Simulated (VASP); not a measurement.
Os: single point with PBEsol

The system is Os.

```xyz
2
Lattice="2.6713 0.0000 0.0000 -1.3356 2.3134 0.0000 0.0000 0.0000 4.2331" Properties=species:S:1:pos:R:3 pbc="T T T"
Os    1.3356    0.7711    3.1748
Os    0.0000    1.5423    1.0583
```

| Quantity | Value |
| --- | --- |
| Program | VASP 6.6.1 |
| Task | single point |
| Functional | PBEsol |
| Potentials or basis | VASP PAW PBE potentials, release 64 (Os) |
| Cutoff | 520 eV |
| k mesh | 11 × 11 × 6 |
| Occupations | fermi-dirac, width 0.05 eV |
| Spin | no spin polarisation |
| Dipole correction | no |
| Further INCAR settings | ALGO = Normal; EDIFF = 1e-07; NBANDS = 15 |

```json
{
  "Pressure": "31.6 GPa",
  "Band gap on the k mesh": "zero (band 8 reaches 12.74 eV, above the bottom of band 9 at 8.41 eV)"
}
```

Levels at points of the mesh, in eV from the Fermi level:
```
           k point  band 5  band 6  band 7  band 8  band 9  band 10  band 11  band 12
(0.00, 0.00, 0.00)   -3.10   -2.40   -2.40   -1.65   -1.65     0.03     1.92     1.92
(0.00, 0.00, 0.50)   -3.54   -3.54   -3.54   -3.54    1.06     1.06     1.06     1.06
```

Wall time 13 s on 1 thread of Intel(R) Xeon(R) Platinum 8375C CPU @ 2.90GHz (Ice Lake), on a shared host, peak memory 0.15 GiB.

Caveat: the PAW data sets were made with another functional, which shifts forces and pressure a little; spin-orbit coupling is left out, which moves the levels of the heavy elements.
